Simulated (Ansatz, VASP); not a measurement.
# Two plane-wave programs on AgCl

File INCAR:

```
ALGO     = Normal         # electronic algorithm
EDIFF    = 1E-6           # SCF threshold, eV
ENCUT    = 520            # plane-wave cutoff, eV
GGA      = PE             # functional
GGA_COMPAT= F            
ISIF     = 2              # what is computed and relaxed
ISMEAR   = -1             # smearing method
LASPH    = T              # aspherical terms in the spheres
LCHARG   = F              # write CHGCAR
LMAXMIX  = 4              # l up to which the mixer works
LNONCOLLINEAR= T              # non-collinear magnetism
LORBIT   = 11             # projections on sites
LORBMOM  = T            
LREAL    = F              # projectors in reciprocal space
LSORBIT  = T              # spin-orbit coupling
LWAVE    = F              # write WAVECAR
MAGMOM   = 0 0 0 0 0 0    # initial moments
NBANDS   = 30             # bands
NELM     = 150            # most SCF steps
PREC     = Accurate       # precision mode
SIGMA    = 0.02           # smearing width, eV
```

KPOINTS

```
k-points
0
Gamma
  8 8 8
```

POSCAR

```
AgCl
1.0
    0.0000000000      2.9932645783      2.9932645783
    2.9932645783      0.0000000000      2.9932645783
    2.9932645783      2.9932645783      0.0000000000
Ag Cl
1 1
Direct
    0.0000000000      0.0000000000      0.0000000000
    0.2500000000      0.2500000000      0.2500000000
```

Input for Ansatz:

```yaml
crystal:
  lattice:
    - [0.0, 2.9932645783, 2.9932645783]
    - [2.9932645783, 0.0, 2.9932645783]
    - [2.9932645783, 2.9932645783, 0.0]
  atoms:
    - { symbol: Ag, position: [0.0, 0.0, 0.0] }
    - { symbol: Cl, position: [0.25, 0.25, 0.25] }
kpoints:
  mp_grid: { grid: [8, 8, 8] }
  band_path:
    path:
      - [0.0, 0.0, 0.0]
      - [-0.5, -0.5, 0.0]
      - [-0.375, -0.375, 0.25]
      - [-0.375, 0.0, 0.375]
      - [0.0, 0.0, 0.5]
      - [-0.5, -0.25, 0.25]
    npoints: 1
hamiltonian:
  xc: pbe
scf:
  occupations: { method: fermi_dirac, width: 0.02 }
  n_extra_bands: 8
magnetization:
  noncollinear: true
  spin_orbit: true
output:
  forces: true
  stress: true
  eigenvalues: true
```

Alike in both runs: task single point; functional PBE; k mesh 8 × 8 × 8; occupations fermi-dirac, width 0.02 eV; non-collinear spin, spin-orbit coupling.

|  | VASP | Ansatz |
| --- | --- | --- |
| version | VASP 6.6.1 | Ansatz 0.2.0 |
| potentials or method | VASP PAW PBE potentials, release 64 (Ag, Cl) | plane waves, PAW |
| plane-wave cutoff (eV) | 520 | 420 |
| valence electrons in the cell | 18 | 26 |

|  | VASP | Ansatz | Ansatz less VASP |
| --- | --- | --- | --- |
| pressure (GPa) | 1.0 | 1.1 | +0.11 |

VASP's potentials hold 18 valence electrons a cell and Ansatz's 26, so a difference there can come from the potentials and not from the codes.
